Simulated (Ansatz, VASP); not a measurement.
**Al2Cu, level by level in two programs**

```xyz
6
Lattice="-2.9925 2.9925 2.4055 2.9925 -2.9925 2.4055 2.9925 2.9925 -2.4055" Properties=species:S:1:pos:R:3 pbc="T T T"
Cu    0.0000    0.0000    1.2028
Cu    0.0000    0.0000    3.6083
Al    0.9462    2.0463    0.0000
Al   -0.9462    2.0463    2.4055
Al    2.0463    0.9462    2.4055
Al    3.9387    0.9462    0.0000
```

Single points on this cell with VASP 6.6.1 and Ansatz 0.2.0. Each row is one pair of runs. Alike in all rows: spin: off; k mesh: 7 × 7 × 7; smearing: fermi-dirac, width 0.05 eV.

```csv
level,"VASP's potentials, cutoff","Ansatz's potentials, cutoff","gap on the k mesh at the Fermi level (eV), VASP","gap on the k mesh at the Fermi level (eV), Ansatz","pressure (GPa), VASP","pressure (GPa), Ansatz","rms of the force components (eV/Å), VASP","rms of the force components (eV/Å), Ansatz"
LDA,"VASP PAW LDA potentials, release 64 (Cu, Al), 520 eV","Ansatz PAW, 420 eV",none,none,-2.2,-2.5,0.036,0.038
PBE,"VASP PAW PBE potentials, release 64 (Cu, Al), 520 eV","Ansatz PAW, 420 eV",?,none,?,4.2,?,0.010
r2SCAN,"VASP PAW PBE potentials, release 64 (Cu, Al), 520 eV","Ansatz PAW, 500 eV",none,none,0.3,0.4,0.032,0.033
```

Fill in what VASP gave in row 2.

gap on the k mesh at the Fermi level (eV): none; pressure (GPa): 4.4; rms of the force components (eV/Å): 0.012.

VASP's potentials hold 34 valence electrons a cell and Ansatz's 50, so a difference there can come from the potentials and not from the codes.

A gap of «none» marks a metal or a gap that the smearing closes.
